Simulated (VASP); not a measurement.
Input of a VASP 6.6.1 run:

Contents of POSCAR:

```
AlGaN2
1.0
    3.3834072354      0.0000000000      0.0000000000
    0.0000000000      3.3834072354      0.0000000000
    0.0000000000      0.0000000000      3.8123479684
Al Ga N
1 1 2
Direct
    0.5000000000      0.5000000000      0.5000000000
    0.0000000000      0.0000000000      0.0000000000
    0.5000000000      0.0000000000      0.7382648100
    0.0000000000      0.5000000000      0.2617351900
```

The input INCAR.step1:

```
ALGO     = Normal         # electronic algorithm
EDIFF    = 1E-4           # SCF threshold, eV
ENCUT    = 520            # plane-wave cutoff, eV
GGA      = PE             # functional
ISMEAR   = 0              # smearing method
LASPH    = T              # aspherical terms in the spheres
LCHARG   = F              # write CHGCAR
LREAL    = F              # projectors in reciprocal space
LWAVE    = T              # write WAVECAR
NBANDS   = 21             # bands
NELM     = 60             # most SCF steps
PREC     = Accurate       # precision mode
SIGMA    = 0.05           # smearing width, eV
```

Contents of INCAR.step2:

```
ALGO     = Normal         # electronic algorithm
EDIFF    = 1E-6           # SCF threshold, eV
ENCUT    = 520            # plane-wave cutoff, eV
ISIF     = 2              # what is computed and relaxed
ISMEAR   = 0              # smearing method
ISTART   = 1            
LASPH    = T              # aspherical terms in the spheres
LCHARG   = F              # write CHGCAR
LMIXTAU  = T            
LREAL    = F              # projectors in reciprocal space
LWAVE    = F              # write WAVECAR
METAGGA  = R2SCAN         # meta-GGA
NBANDS   = 21             # bands
NELM     = 60             # most SCF steps
PREC     = Accurate       # precision mode
SIGMA    = 0.05           # smearing width, eV
```

KPOINTS

```
k-points
0
Gamma
  8 8 6
```

Potentials or basis: VASP PAW PBE potentials, release 64 (Al, Ga_d, N).

Run with:

```sh
$ cat potpaw_PBE.64/Al/POTCAR potpaw_PBE.64/Ga_d/POTCAR potpaw_PBE.64/N/POTCAR > POTCAR
$ cp INCAR.step1 INCAR
$ mpirun -np 1 vasp_std > vasp.out
$ cp INCAR.step2 INCAR
$ mpirun -np 1 vasp_std > vasp.out
```

**Question.** What does it give for the band gap on the k mesh?

**Answer.** 2.90 eV, direct.

**Question.** What does it give for the pressure?

**Answer.** -4.3 GPa.

Forces in eV/Å, atoms in the order of the input:
```
Al   0.000  0.000  0.000
Ga   0.000  0.000  0.000
N    0.000  0.000 -0.340
N    0.000  0.000  0.340
```

Caveat: the PAW data sets were made with another functional, which shifts forces and pressure a little.
